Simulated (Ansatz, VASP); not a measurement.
Sn: VASP beside Ansatz

INCAR

```
SYSTEM = Sn
ALGO = Normal
EDIFF = 1E-8
ENCUT = 520
GGA = PE
ISIF = 2
ISMEAR = -1
LASPH = .TRUE.
LCHARG = .FALSE.
LEFG = .TRUE.
LREAL = .FALSE.
LWAVE = .FALSE.
NBANDS = 21
NELM = 60
PREC = Accurate
SIGMA = 0.03
```

The input KPOINTS:

```
k-points
0
G
  9 9 9
  0 0 0
```

The input POSCAR:

```
Sn
1.0
    0.0649120000      3.2780560000      3.2780560000
    3.2780560000      0.0649120000      3.2780560000
    3.2780560000      3.2780560000      0.0649120000
Sn
2
Direct
    0.5000000000      0.5000000000      0.5000000000
    0.7500000000      0.7500000000      0.7500000000
```

Input for Ansatz:

```yaml
crystal:
  lattice:
    - [0.064912, 3.278056, 3.278056]
    - [3.278056, 0.064912, 3.278056]
    - [3.278056, 3.278056, 0.064912]
  atoms:
    - { symbol: Sn, position: [0.5, 0.5, 0.5] }
    - { symbol: Sn, position: [0.75, 0.75, 0.75] }
kpoints:
  mp_grid: { grid: [9, 9, 9] }
scf:
  occupations: { method: fermi_dirac, width: 0.03 }
hamiltonian:
  xc: pbe
  pseudopotentials: { kind: all_electron, datasets: crystal }
output:
  forces: true
  stress: true
  eigenvalues: true
  efg: { contact_densities: true }
```

Change from the starting cell: equal xy, yz and zx shear strains of +2 %, crystal datasets.

Alike in both runs: task electric field gradients; functional PBE; k mesh 9 × 9 × 9; occupations fermi-dirac, width 0.03 eV; no spin polarisation.

|  | VASP | Ansatz |
| --- | --- | --- |
| version | VASP 6.6.1 | Ansatz 0.2.0 |
| potentials or method | VASP PAW PBE potentials, release 64 (Sn_d), cutoff 520 eV | all-electron PAW with datasets made for the crystal, scalar-relativistic |

```tsv
	VASP	Ansatz	Ansatz less VASP
pressure (GPa)	3.2	3.3	+0.06
traceless stress, the component that is largest in VASP (GPa)	-1.02	-1.02	-0.002
rms of the force components (eV/Å)	0.177	0.178	+0.0002
size of Vzz on the site where it differs most (V/Å²)	29.5	28.9	-0.61
```

Atom by atom the forces differ by 0.000 eV/Å (rms over components). Ansatz ran all-electron here, and VASP with PAW potentials.
